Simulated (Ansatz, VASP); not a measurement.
# BN: VASP beside Ansatz

POSCAR

```
BN
1.0
    2.6584450168      0.0000000000      0.0000000000
   -1.3292225084      2.3022809191      0.0000000000
    0.0000000000      0.0000000000      4.2077449317
B N
2 2
Direct
    0.6666666667      0.3333333333      0.9997995909
    0.3333333333      0.6666666667      0.4997995909
    0.6666666667      0.3333333333      0.6252004091
    0.3333333333      0.6666666667      0.1252004091
```

Contents of INCAR.step1:

```
SYSTEM = BN
PREC = Accurate ; ENCUT = 520
ISMEAR = 0 ; SIGMA = 0.05
LREAL = .False. ; LASPH = .True.
NELM = 80 ; NBANDS = 16
GGA = PE ; ALGO = Normal
EDIFF = 1E-4 ; LWAVE = .True.
LCHARG = .False.
```

The input INCAR.step2:

```
SYSTEM = BN
PREC = Accurate ; ENCUT = 520
EDIFF = 1E-7 ; ISMEAR = 0
SIGMA = 0.05 ; LREAL = .False.
LASPH = .True. ; NELM = 80
ALGO = Normal ; ISIF = 2
LWAVE = .False. ; LCHARG = .False.
METAGGA = R2SCAN ; LMIXTAU = .True.
NBANDS = 16 ; ISTART = 1
```

File KPOINTS:

```
regular mesh
0
Gamma
  12 12 6
  0 0 0
```

Input for Ansatz:

```yaml
crystal:
  lattice:
    - [2.6584450168, 0.0, 0.0]
    - [-1.3292225084, 2.3022809191, 0.0]
    - [0.0, 0.0, 4.2077449317]
  atoms:
    - { symbol: B, position: [0.6666666667, 0.3333333333, 0.9997995909] }
    - { symbol: B, position: [0.3333333333, 0.6666666667, 0.4997995909] }
    - { symbol: "N", position: [0.6666666667, 0.3333333333, 0.6252004091] }
    - { symbol: "N", position: [0.3333333333, 0.6666666667, 0.1252004091] }
basis:
  ecutwfc: 500
kpoints:
  mp_grid: { grid: [12, 12, 6] }
hamiltonian:
  xc: r2scan
scf:
  occupations: { method: gaussian, width: 0.05 }
output:
  forces: true
  stress: true
  eigenvalues: true
```

Change from the starting cell: strain +0.0450 x Voigt [1, 1, 0, 0, 0, 0], atoms carried along.

Alike in both runs: task single point; functional r2SCAN; k mesh 12 × 12 × 6; occupations gaussian, width 0.05 eV; no spin polarisation.

```csv
,VASP,Ansatz
version,VASP 6.6.1,Ansatz 0.2.0
potentials or method,"VASP PAW PBE potentials, release 64 (B, N), cutoff 520 eV","scalar-relativistic, plane waves, PAW"
valence electrons in the cell,16,16
```

```tsv
	VASP	Ansatz	Ansatz less VASP
gap on the k mesh at the Fermi level (eV)	5.95	5.98	+0.027
least direct gap on the mesh (eV)	8.14	8.15	+0.013
pressure (GPa)	-27.6	-28.4	-0.79
traceless stress, the component that is largest in VASP (GPa)	23.84	23.70	-0.145
rms of the force components (eV/Å)	0.025	0.030	+0.0050
```

VASP's potentials were made for PBE, not for r2SCAN. Atom by atom the forces differ by 0.005 eV/Å (rms over components).
